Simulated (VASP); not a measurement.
# Al (P6_3/mmc) in VASP: relaxation of cell and atoms with PBEsol

Aim: the relaxation of cell and atoms of Al with PBEsol.

Program: VASP 6.6.1. These are calculated values, not measurements. Logs are shortened: lines on timing, memory, paths and dates and some standing lists are left out, and cuts for length are marked.

### 1 The cell of the first run

Symmetry: P6_3/mmc, No. 194, hexagonal system. Conventional cell: a = 2.835 Å, b = 2.835 Å, c = 4.671 Å, α = 90.00°, β = 90.00°, γ = 120.00°. Within 3.7 Å of Al (site symmetry -6m2) lie 12 Al at 2.84 to 2.85 Å.

This isn't the form of Al at room conditions, which is fcc.

### 2 Relaxation of cell and atoms, PBEsol

INCAR

```
PREC = Accurate ; ENCUT = 600
EDIFF = 1E-6 ; ISMEAR = 0
SIGMA = 0.1 ; LREAL = False
LASPH = True ; NELM = 80
ALGO = Normal ; ISIF = 3
LWAVE = False ; LCHARG = False
GGA = PS ; IBRION = 2
NSW = 80 ; EDIFFG = -0.01
```

KPOINTS

```
Automatic mesh
0
Gamma
  18 18 10
```

POSCAR

```
Al
1.0
    2.8354659256      0.0000000000      0.0000000000
   -1.4177329628      2.4555855232      0.0000000000
    0.0000000000      0.0000000000      4.6707146621
Al
2
Direct
    0.3333333333      0.6666666667      0.2500000000
    0.6666666667      0.3333333333      0.7500000000
```

Potentials or basis: VASP PAW PBE potentials, release 64 (Al).

On the command line:

```sh
$ cat potpaw_PBE.64/Al/POTCAR > POTCAR
$ mpirun -np 1 vasp_std > vasp.out
```

OUTCAR:

```text
PREC = Accurate
   ENCUT = 600
   EDIFF = 1E-6
   ISMEAR = 0
   LREAL = False
   LASPH = True
   NELM = 80
   ISIF = 3
   GGA = PS
   IBRION = 2
   NSW = 80
   EDIFFG = -0.01

 ion  position               nearest neighbor table
   1  0.333  0.667  0.250-   2 2.85   2 2.85   2 2.85   2 2.85   2 2.85   2 2.85
   2  0.667  0.333  0.750-   1 2.85   1 2.85   1 2.85   1 2.85   1 2.85   1 2.85

  LATTYP: Found a hexagonal cell.
 ALAT       =     2.8354659256
 C/A-ratio  =     1.6472476780

  Lattice vectors:

 A1 = (   2.8354659256,   0.0000000000,   0.0000000000)
 A2 = (  -1.4177329628,   2.4555855232,   0.0000000000)
 A3 = (   0.0000000000,   0.0000000000,   4.6707146621)

Analysis of symmetry for initial positions (statically):
=====================================================================
 Subroutine PRICEL returns:
 Original cell was already a primitive cell.

 Routine SETGRP: Setting up the symmetry group for a
 hexagonal supercell.

 Subroutine GETGRP returns: Found 24 space group operations
 (whereof 12 operations were pure point group operations)
 out of a pool of 24 trial point group operations.

The static configuration has the point symmetry D_3d.
 The point group associated with its full space group is D_6h.

Analysis of symmetry for dynamics (positions and initial velocities):
=====================================================================
 Subroutine PRICEL returns:
 Original cell was already a primitive cell.

 Routine SETGRP: Setting up the symmetry group for a
 hexagonal supercell.

 Subroutine GETGRP returns: Found 24 space group operations
 (whereof 12 operations were pure point group operations)
 out of a pool of 24 trial point group operations.

The dynamic configuration has the point symmetry D_3d.
 The point group associated with its full space group is D_6h.

 Subroutine INISYM returns: Found 24 space group operations
 (whereof 12 operations are pure point group operations),
 and found     1 'primitive' translations

----------------------------------------------------------------------------------------

                                     Primitive cell

  volume of cell :      32.5209

  direct lattice vectors                    reciprocal lattice vectors
     2.835465926  0.000000000  0.000000000     0.352675725  0.203617425  0.000000000
    -1.417732963  2.455585523  0.000000000     0.000000000  0.407234849  0.000000000
     0.000000000  0.000000000  4.670714662     0.000000000  0.000000000  0.214099998

  length of vectors
     2.835465926  2.835465926  4.670714662     0.407234849  0.407234849  0.214099998

  position of ions in fractional coordinates (direct lattice)
     0.333333333  0.666666667  0.250000000
     0.666666667  0.333333333  0.750000000

  ion indices of the primitive-cell ions
   primitive index   ion index
                 1           1
                 2           2

----------------------------------------------------------------------------------------

 KPOINTS: Automatic mesh

Automatic generation of k-mesh.
 Grid dimensions read from file:
 generate k-points for:   18   18   10

 Generating k-lattice:

  Cartesian coordinates                     Fractional coordinates (reciprocal lattice)
     0.019593096  0.011312079  0.000000000     0.055555556  0.000000000  0.000000000
     0.000000000  0.022624158  0.000000000     0.000000000  0.055555556  0.000000000
     0.000000000  0.000000000  0.021410000     0.000000000  0.000000000  0.100000000

  Length of vectors
     0.022624158  0.022624158  0.021410000

  Shift w.r.t. Gamma in fractional coordinates (k-lattice)
     0.000000000  0.000000000  0.000000000

 Subroutine IBZKPT returns following result:
 ===========================================

 Found    222 irreducible k-points:

 Following reciprocal coordinates:
            Coordinates               Weight
  0.000000  0.000000  0.000000      1.000000
  0.055556 -0.000000  0.000000      6.000000
  0.111111 -0.000000  0.000000      6.000000
  0.166667 -0.000000  0.000000      6.000000
  0.222222 -0.000000  0.000000      6.000000
  0.277778 -0.000000  0.000000      6.000000
[... 16 lines left out ...]
  0.333333  0.111111  0.000000     12.000000
  0.388889  0.111111  0.000000     12.000000
 [... further k-points ...]
   k-points           NKPTS =    222   k-points in BZ     NKDIM =    222   number of bands    NBANDS=      7
   number of dos      NEDOS =    301   number of ions     NIONS =      2
   total plane-waves  NPLWV =  23040
   dimension x,y,z NGX =    24 NGY =   24 NGZ =   40
   dimension x,y,z NGXF=    48 NGYF=   48 NGZF=   80
   ions per type =               2
   NGX,Y,Z   is equivalent  to a cutoff of  14.07, 14.07, 14.24 a.u.
   NGXF,Y,Z  is equivalent  to a cutoff of  28.14, 28.14, 28.47 a.u.
 SYSTEM =  unknown system
   PREC   = accura    normal or accurate (medium, high low for compatibility)
   ISTART =      0    job   : 0-new  1-cont  2-samecut
   ICHARG =      2    charge: 1-file 2-atom 10-const
   ISPIN  =      1    spin polarized calculation?
   LNONCOLLINEAR =      F non collinear calculations
   LSORBIT =      F    spin-orbit coupling
   LASPH  =      T    aspherical Exc in radial PAW
   ENCUT  =  600.0 eV  44.10 Ry    6.64 a.u.   5.66  5.66  9.33*2*pi/ulx,y,z
   NELM   =     80;   NELMIN=  2; NELMDL= -5     # of ELM steps
   EDIFF  = 0.1E-05   stopping-criterion for ELM
   LREAL  =      F    real-space projection
   EDIFFG = -.1E-01   stopping-criterion for IOM
   NSW    =     80    number of steps for IOM
   IBRION =      2    ionic relax: 0-MD 1-quasi-New 2-CG
   NFREE  =      1    steps in history (QN), initial steepest desc. (CG)
   ISIF   =      3    stress and relaxation
   ISYM   =      2    0-nonsym 1-usesym 2-fastsym
   POTIM  = 0.5000    time-step for ionic-motion
   TEBEG  =    0.0;   TEEND  =   0.0 temperature during run
   PSTRESS=    0.0 pullay stress
   NELECT =       6.0000    total number of electrons
   NUPDOWN=      -1.0000    fix difference up-down
   EMIN   =  10.00;   EMAX   =-10.00  energy-range for DOS
   EFERMI =   0.00;   METHOD = LEGACY
   ISMEAR =     0;   SIGMA  =   0.10  broadening in eV -4-tet -1-fermi 0-gaus
   EFERMI_NEDOS =   21; number of points for ismear=-14 and -15
   IALGO  =     38    algorithm
   IMIX   =      4    mixing-type and parameters
     AMIX     =   0.40;   BMIX     =  1.00
     AMIX_MAG =   1.60;   BMIX_MAG =  1.00
  volume/ion in A,a.u.               =      16.26       109.73
  Fermi-wavevector in a.u.,A,eV,Ry     =   0.931975  1.761178 11.817715  0.868578
  Thomas-Fermi vector in A             =   2.058525
   LORBIT       =      0    0 simple, 1 ext, 2 COOP (PROOUT), +10 PAW based schemes
   GGA     = PS    functional components
   LHFCALC =     F    Hartree Fock is set to
   AEXX    =    0.0000 exact exchange contribution
   IVDW    =     0    specifies the selected vdW correction
   LEPSILON=     F    determine dielectric tensor
   LRPA    =     F    only Hartree local field effects (RPA)
 conjugate gradient relaxation of ions
 non-spin polarized calculation
 Gauss-broadening in eV      SIGMA  =   0.10
  energy-cutoff  :      600.00
  volume of cell :       32.52
 maximum number of plane-waves:      1105
 NGX is ok and might be reduce to    24
   NGX = 11   NGY = 11   NGZ = 19

--------------------------------------- Ionic step        1  -------------------------------------------

 number of electron       6.0000000 magnetization

 Free energy of the ion-electron system (eV)
  ---------------------------------------------------
  ext. energy  EPLUGINS =         0.00000000
  ---------------------------------------------------
  free energy    TOTEN  =        -8.11592230 eV

  energy without entropy =       -8.11010043  energy(sigma->0) =       -8.11301136

------------------------ aborting loop because EDIFF is reached ----------------------------------------

  FORCE on cell =-STRESS in cart. coord.  units (eV):
  Direction    XX          YY          ZZ          XY          YZ          ZX
  --------------------------------------------------------------------------------------
  -------------------------------------------------------------------------------------
  Total        0.0826589      0.0826589      0.0347663      0.0000000      0.0000000      0.0000000
  in kB        4.0722770      4.0722770      1.7128007      0.0000000      0.0000000      0.0000000
  external PRESSURE =       3.2857849 kB  Pullay stress =       0.0000000 kB
[... 237 lines left out ...]
  energy  without entropy=       -8.1109084049  energy(sigma->0) =       -8.11364233

--------------------------------------- Ionic step        8  -------------------------------------------

 number of electron       6.0000000 magnetization

 Free energy of the ion-electron system (eV)
  ---------------------------------------------------
  ext. energy  EPLUGINS =         0.00000000
  ---------------------------------------------------
  free energy    TOTEN  =        -8.11638438 eV

  energy without entropy =       -8.11099668  energy(sigma->0) =       -8.11369053

 E-fermi :   8.0573     XC(G=0): -10.2935

 val. band max:        8.0571721894   @ k =   0.2778   0.2222   0.5000
 cond. band min:       8.0680738963   @ k =   0.3333   0.3333   0.3000
 fundamental gap:      0.0109017068
 Fermi energy:         8.0573008678

 k-point     1 :       0.0000    0.0000    0.0000
  band No.  band energies     occupation
      1      -3.1484      2.00000
      2       3.4404      2.00000
      3       3.7000      2.00000
      4      18.6260      0.00000
      5      18.6260      0.00000
      6      19.0201      0.00000
      7      19.0201      0.00000
[... 221 lines left out ...]
 k-point    24 :       0.3889    0.1111    0.0000
  band No.  band energies     occupation
      1       1.7742      2.00000
      2       4.3328      2.00000
      3       8.0428      1.16214
      4       8.5151      0.00000
      5      10.3391      0.00000
      6      10.6950      0.00000
      7      11.8325      0.00000

 [... further k-points ...]

------------------------ aborting loop because EDIFF is reached ----------------------------------------

  FORCE on cell =-STRESS in cart. coord.  units (eV):
  Direction    XX          YY          ZZ          XY          YZ          ZX
  --------------------------------------------------------------------------------------
  -------------------------------------------------------------------------------------
  Total       -0.0133257     -0.0133257     -0.0176315      0.0000000     -0.0000000     -0.0000000
  in kB       -0.6532726     -0.6532726     -0.8643587      0.0000000     -0.0000000     -0.0000000
  external PRESSURE =      -0.7236346 kB  Pullay stress =       0.0000000 kB
[... 17 lines left out ...]
  FREE ENERGIE OF THE ION-ELECTRON SYSTEM (eV)
  ---------------------------------------------------
  free  energy   TOTEN  =        -8.1163843848 eV

  energy  without entropy=       -8.1109966840  energy(sigma->0) =       -8.11369053

 reached required accuracy - stopping structural energy minimisation
```

Wall time 3 min (1 thread of Oxide Virtual Turin-like, shared host); peak memory 0.16 GiB.

What came out:

| Property | Result |
| --- | --- |
| Free energy | -8.1164 eV |
| Relaxed volume | 16.34 Å³/atom |
| Relaxed cell | a = 2.852 Å, b = 2.852 Å, c = 4.641 Å, α = 90.00°, β = 90.00°, γ = 120.00° |
| Space group after relaxing (to 0.1 Å) | P6_3/mmc (No. 194) |
| Energy gained by relaxing | 0.2 meV/atom |
| Ionic steps | 8 |
| Pressure after relaxing | -0.1 GPa |
| Band gap on the k mesh | zero (bands 3 and 4 overlap by 7.42 eV) |

The path:
| step | energy change (eV) | largest force (eV/Å) | pressure (GPa) | volume (Å³) |
| --- | --- | --- | --- | --- |
| 1 | 0.0000 | 0.0000 | 0.33 | 32.52 |
| 2 | -0.0002 | 0.0000 | -0.05 | 32.68 |
| 3 | -0.0002 | 0.0000 | -0.04 | 32.67 |
| 4 | -0.0002 | 0.0000 | -0.04 | 32.67 |
| 5 | -0.0004 | 0.0000 | -0.06 | 32.68 |
| 6 | -0.0004 | 0.0000 | -0.08 | 32.68 |
| 7 | -0.0005 | 0.0000 | -0.07 | 32.68 |
| 8 | -0.0005 | 0.0000 | -0.07 | 32.68 |

Final structure:
```yaml
crystal:
  lattice:
    - [2.85168, 0.00000, 0.00000]
    - [-1.42584, 2.46962, 0.00000]
    - [0.00000, 0.00000, 4.64061]
  atoms:
    - { symbol: Al, position: [0.33333, 0.66667, 0.25000] }
    - { symbol: Al, position: [0.66667, 0.33333, 0.75000] }
```

Levels at points of the mesh, in eV from the Fermi level:
```
           k point  band 1  band 2  band 3  band 4  band 5  band 6  band 7
(0.00, 0.00, 0.00)  -11.21   -4.62   -4.36   10.57   10.57   10.96   10.96
(0.50, 0.00, 0.00)   -5.37   -5.18    0.60    1.18    1.48    1.80    5.58
(0.00, 0.00, 0.50)   -9.50   -9.50    3.52    3.52   11.81   11.81   11.81
(0.50, 0.00, 0.50)   -3.96   -3.96   -3.24   -3.24    7.04    7.04    7.60
```

Caveat: the PAW data sets were made with another functional, which shifts forces and pressure a little.
